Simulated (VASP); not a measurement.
Input of a VASP 6.6.1 run:

File INCAR:

```
ALGO = Normal ; EDIFF = 1E-7
ENCUT = 520 ; GGA = PE
GGA_COMPAT = F ; ISIF = 2
ISMEAR = -1 ; LASPH = T
LCHARG = F ; LMAXMIX = 4
LNONCOLLINEAR = T ; LORBIT = 11
LORBMOM = T ; LREAL = F
LSORBIT = T ; LWAVE = F
MAGMOM = 0 0 0 ; NBANDS = 25
NELM = 150 ; PREC = Accurate
SIGMA = 0.03
```

File KPOINTS:

```
k-points
0
Gamma
  14 14 14
```

Contents of POSCAR:

```
W
1.0
   -1.5973000000      1.5973000000      1.5973000000
    1.5973000000     -1.5973000000      1.5973000000
    1.5973000000      1.5973000000     -1.5973000000
W
1
Direct
    0.0000000000      0.0000000000      0.0000000000
```

Potentials or basis: VASP PAW PBE potentials, release 64 (W_sv).

Run with:

```bash
$ cat potpaw_PBE.64/W_sv/POTCAR > POTCAR
$ mpirun -np 1 vasp_ncl > vasp.out
```

(1) Estimate the net moment.

(2) What does it give for the pressure?

## Answers

(1) 0.00 μB per cell.

(2) -1.3 GPa.
